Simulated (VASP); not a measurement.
# Te (P6/mmm) in VASP: notebook, part 2 of 2

VASP 6.6.1. The steps go on from the part before.

## 3. Single point, PBE (18.67 Å³/atom)

File INCAR:

```
SYSTEM = Te
PREC = Accurate
ENCUT = 520
EDIFF = 1E-7
ISMEAR = -1
SIGMA = 0.1
LREAL = .FALSE.
LASPH = .TRUE.
NELM = 100
ALGO = Normal
ISIF = 2
LWAVE = .FALSE.
LCHARG = .FALSE.
GGA = PE
NBANDS = 9
```

File KPOINTS:

```
Automatic mesh
0
G
  15 15 13
  0 0 0
```

File POSCAR:

```
Te
1.0
    2.8447956999      0.0000000000      0.0000000000
   -1.4223978499      2.4636653447      0.0000000000
    0.0000000000      0.0000000000      2.6642671052
Te
1
Direct
    0.0000000000      0.0000000000      0.0000000000
```

Potentials or basis: VASP PAW PBE potentials, release 64 (Te).

Started as:

```sh
cat potpaw_PBE.64/Te/POTCAR > POTCAR
mpirun -np 1 vasp_std > vasp.out
```

It took 24 s on 1 thread of Intel Xeon 6455B, shared host; peak memory 0.16 GiB.

It converged, with:

```yaml
Free_energy: -0.9131 eV
Pressure: 82.5 GPa
Band_gap_on_the_k_mesh: zero (bands 3 and 4 overlap by 13.02 eV)
```

Stress tensor (GPa, compression positive):
```
82.42  0.00  0.00
 0.00 82.42  0.00
 0.00  0.00 82.59
```

Levels at points of the mesh, in eV from the Fermi level:
| k point | band 1 | band 2 | band 3 | band 4 | band 5 | band 6 | band 7 | band 8 |
| --- | --- | --- | --- | --- | --- | --- | --- | --- |
| (0.00, 0.00, 0.00) | -18.98 | 2.15 | 4.10 | 4.10 | 5.99 | 9.21 | 9.82 | 9.82 |

Caveat: the cell stands under pressure; spin-orbit coupling is left out, which moves the levels of the heavy elements.

## 4. Single point, PBE (18.67 Å³/atom)

File INCAR:

```
  PREC = Accurate
  ENCUT = 520
  EDIFF = 1E-6
  ISMEAR = -1
  SIGMA = 0.1
  LREAL = False
  LASPH = True
  NELM = 80
  ALGO = Normal
  ISIF = 2
  LWAVE = False
  LCHARG = True
  GGA = PE
  LELF = True
  LVHAR = True
  NBANDS = 9
```

File KPOINTS:

```
Automatic mesh
0
Gamma
  15 15 13
```

POSCAR is that of step 3.

Potentials or basis: VASP PAW PBE potentials, release 64 (Te).

Started as:

```sh
cat potpaw_PBE.64/Te/POTCAR > POTCAR
mpirun -np 1 vasp_std > vasp.out
```

OUTCAR:

```text
PREC = Accurate
   ENCUT = 520
   EDIFF = 1E-6
   ISMEAR = -1
   LREAL = False
   LASPH = True
   NELM = 80
   ISIF = 2
   GGA = PE

 ion  position               nearest neighbor table
   1  0.000  0.000  0.000-

  LATTYP: Found a hexagonal cell.
 ALAT       =     2.8447956999
 C/A-ratio  =     0.9365407524

  Lattice vectors:

 A1 = (   2.8447956999,   0.0000000000,   0.0000000000)
 A2 = (  -1.4223978499,   2.4636653447,   0.0000000000)
 A3 = (   0.0000000000,   0.0000000000,   2.6642671052)

Analysis of symmetry for initial positions (statically):
=====================================================================
 Subroutine PRICEL returns:
 Original cell was already a primitive cell.

 Routine SETGRP: Setting up the symmetry group for a
 hexagonal supercell.

 Subroutine GETGRP returns: Found 24 space group operations
 (whereof 24 operations were pure point group operations)
 out of a pool of 24 trial point group operations.

The static configuration has the point symmetry D_6h.

[... 160 lines left out ...]
 val. band max:       15.4316796247   @ k =   0.4667  -0.0000   0.1538
 cond. band min:      15.4634309230   @ k =   0.4000   0.1333   0.4615
 fundamental gap:      0.0317512983
 Fermi energy:        15.4576613212

 k-point     1 :       0.0000    0.0000    0.0000
  band No.  band energies     occupation
      1      -3.5182      2.00000
      2      17.6115      0.00000
      3      19.5561      0.00000
      4      19.5561      0.00000
      5      21.4505      0.00000
      6      24.6684      0.00000
      7      25.2763      0.00000
      8      25.2763      0.00000
      9      27.2567      0.00000
[... 265 lines left out ...]
 k-point    24 :       0.4000    0.2000    0.0000
  band No.  band energies     occupation
      1       2.2382      2.00000
      2       5.7232      2.00000
      3      10.1456      2.00000
      4      22.7169      0.00000
      5      24.9934      0.00000
      6      26.8768      0.00000
      7      28.2218      0.00000
      8      28.6688      0.00000
      9      30.5999      0.00000

 [... further k-points ...]

------------------------ aborting loop because EDIFF is reached ----------------------------------------

  FORCE on cell =-STRESS in cart. coord.  units (eV):
  Direction    XX          YY          ZZ          XY          YZ          ZX
  --------------------------------------------------------------------------------------
  -------------------------------------------------------------------------------------
  Total        9.6040029      9.6040029      9.6236916      0.0000000      0.0000000      0.0000000
  in kB      824.0476108    824.0476108    825.7369514      0.0000000      0.0000000      0.0000000
  external PRESSURE =     824.6107243 kB  Pullay stress =       0.0000000 kB

 VOLUME and BASIS-vectors are now :
 -----------------------------------------------------------------------------
  energy-cutoff  :      520.00
  volume of cell :       18.67
      direct lattice vectors                 reciprocal lattice vectors
     2.844795700  0.000000000  0.000000000     0.351519092  0.202949642  0.000000000
    -1.422397850  2.463665345  0.000000000     0.000000000  0.405899284  0.000000000
     0.000000000  0.000000000  2.664267105     0.000000000  0.000000000  0.375337742

 POSITION                                       TOTAL-FORCE (eV/Angst)
 -----------------------------------------------------------------------------------
      0.00000      0.00000      0.00000         0.000000      0.000000      0.000000
 -----------------------------------------------------------------------------------
    total drift:                               -0.000000      0.000000      0.000000

  FREE ENERGIE OF THE ION-ELECTRON SYSTEM (eV)
  ---------------------------------------------------
  free  energy   TOTEN  =        -0.9131488919 eV

  energy  without entropy=       -0.8945369628  energy(sigma->0) =       -0.90384293
```

stdout:

```text
POSCAR found type information on POSCAR Te
 POSCAR found :  1 types and       1 ions
 scaLAPACK will be used
 LDA part: xc-table for (Slater+PW92), standard interpolation
 POSCAR, INCAR and KPOINTS ok, starting setup
 FFT: planning ... GRIDC
 FFT: planning ... GRID_SOFT
 FFT: planning ... GRID
 WAVECAR not read
 entering main loop
```

Run time: 17 s. Hardware: 1 thread of Intel Xeon 6455B, shared host; peak memory 0.15 GiB.

Results:

```yaml
Free_energy: -0.9131 eV
Pressure: 82.5 GPa
Band_gap_on_the_k_mesh: zero (bands 3 and 4 overlap by 13.02 eV)
```

Stress tensor (GPa, compression positive):
```
82.40  0.00  0.00
 0.00 82.40  0.00
 0.00  0.00 82.57
```

Caveat: the cell stands under pressure; spin-orbit coupling is left out, which moves the levels of the heavy elements.

## 5. Single point, PBE

This run uses another cell than the first one, of 21.78 Å³/atom.

File INCAR:

```
SYSTEM = Te
ALGO = Normal
EDIFF = 1E-6
ENCUT = 520
GGA = PE
ISIF = 2
ISMEAR = -1
LASPH = .TRUE.
LCHARG = .FALSE.
LREAL = .FALSE.
LWAVE = .FALSE.
NBANDS = 9
NELM = 60
PREC = Accurate
SIGMA = 0.1
```

File KPOINTS:

```
k-points
0
G
  15 15 13
  0 0 0
```

File POSCAR:

```
Te
1.0
    2.9909797053      0.0000000000      0.0000000000
   -1.4954898526      2.5902644070      0.0000000000
    0.0000000000      0.0000000000      2.8118994418
Te
1
Direct
    0.0000000000      0.0000000000      0.0000000000
```

Started as:

```sh
cat potpaw_PBE.64/Te/POTCAR > POTCAR
mpirun -np 1 vasp_std > vasp.out
```

Wall time 21 s (1 thread of Intel Xeon 6455B, shared host); peak memory 0.16 GiB.

It converged, with:

```yaml
Free_energy: -2.0771 eV
Pressure: 41.3 GPa
Band_gap_on_the_k_mesh: zero (bands 3 and 4 overlap by 10.56 eV)
```

Stress tensor (GPa, compression positive):
```
41.40  0.00  0.00
 0.00 41.40  0.00
 0.00  0.00 41.21
```

Levels at points of the mesh, in eV from the Fermi level:
```
           k point  band 1  band 2  band 3  band 4  band 5  band 6
(0.00, 0.00, 0.00)  -17.04    1.89    3.43    3.43    5.95    9.63
```

Caveat: the cell stands under pressure; spin-orbit coupling is left out, which moves the levels of the heavy elements.

## 6. Single point, PBE (21.78 Å³/atom)

This run uses another cell than the first one, of 21.78 Å³/atom.

File INCAR:

```
ALGO = Normal
EDIFF = 1E-7
ENCUT = 520
GGA = PE
ISIF = 2
ISMEAR = -1
LASPH = True
LCHARG = False
LREAL = False
LWAVE = False
NBANDS = 9
NELM = 80
PREC = Accurate
SIGMA = 0.1
```

File KPOINTS:

```
k-points
0
Gamma
  15 15 13
```

POSCAR is that of step 5.

Potentials or basis: VASP PAW PBE potentials, release 64 (Te).

Started as:

```sh
cat potpaw_PBE.64/Te/POTCAR > POTCAR
mpirun -np 1 vasp_std > vasp.out
```

Wall time 21 s (1 thread of Intel Xeon 6455B, shared host); peak memory 0.16 GiB.

The run converged. Its results:

```yaml
Free_energy: -2.0771 eV
Pressure: 41.3 GPa
Band_gap_on_the_k_mesh: zero (bands 3 and 4 overlap by 10.56 eV)
```

Stress tensor (GPa, compression positive):
```
41.41  0.00  0.00
 0.00 41.41  0.00
 0.00  0.00 41.21
```

Levels at points of the mesh, in eV from the Fermi level:
```csv
k point,band 1,band 2,band 3,band 4,band 5,band 6,band 7,band 8
"(0.00, 0.00, 0.00)",-17.04,1.89,3.43,3.43,5.95,9.63,9.63,9.81
```

Caveat: the cell stands under pressure; spin-orbit coupling is left out, which moves the levels of the heavy elements.
